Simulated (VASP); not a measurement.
Write the native input for VASP 6.6.1 that does the following.

| Property | Result |
| --- | --- |
| Task | single point |
| Functional | PBE |
| Potentials or basis | VASP PAW PBE potentials, release 64 (Sc_sv, H, Br) |
| Cutoff | 520 eV |
| k mesh | 4 × 4 × 2 |
| Occupations | gaussian, width 0.1 eV |
| Spin | no spin polarisation |
| Dipole correction | no |
| Further INCAR settings | ALGO = Normal; EDIFF = 1e-06; NBANDS = 36 |

The structure of ScHBr2 lies in POSCAR:

```
ScHBr2
1.0
    5.2722309431      0.0000000000      0.0000000000
    0.0000000000      5.2722309431      0.0000000000
    0.0000000000      0.0000000000      7.8581406694
Sc H Br
2 2 4
Direct
    1.0000000000      1.0000000000      0.5000000000
    0.0000000000      0.0000000000      0.0000000000
    1.0000000000      0.0000000000      0.2500000000
    1.0000000000      0.0000000000      0.7500000000
    0.5000000000      1.0000000000      0.5000000000
    0.5000000000      0.0000000000      0.0000000000
    0.0000000000      0.5000000000      0.5000000000
    0.0000000000      0.5000000000      0.0000000000
```

The input as run:

INCAR

```
ALGO     = Normal         # electronic algorithm
EDIFF    = 1E-6           # SCF threshold, eV
ENCUT    = 520            # plane-wave cutoff, eV
GGA      = PE             # functional
ISIF     = 2              # what is computed and relaxed
ISMEAR   = 0              # smearing method
LASPH    = T              # aspherical terms in the spheres
LCHARG   = F              # write CHGCAR
LREAL    = F              # projectors in reciprocal space
LWAVE    = F              # write WAVECAR
NBANDS   = 36             # bands
NELM     = 100            # most SCF steps
PREC     = Accurate       # precision mode
SIGMA    = 0.1            # smearing width, eV
```

KPOINTS

```
k-points
0
Gamma
  4 4 2
```

Potentials or basis: VASP PAW PBE potentials, release 64 (Sc_sv, H, Br).

Launch:

```console
$ cat potpaw_PBE.64/Sc_sv/POTCAR potpaw_PBE.64/H/POTCAR potpaw_PBE.64/Br/POTCAR > POTCAR
$ mpirun -np 1 vasp_std > vasp.out
```

Results of the run:

```yaml
Pressure: 0.1 GPa
Band_gap_on_the_k_mesh: 1.69 eV
```

Wall time 57 s on 1 thread of Intel(R) Xeon(R) 6975P-C (Granite Rapids), on a shared host, peak memory 0.33 GiB.
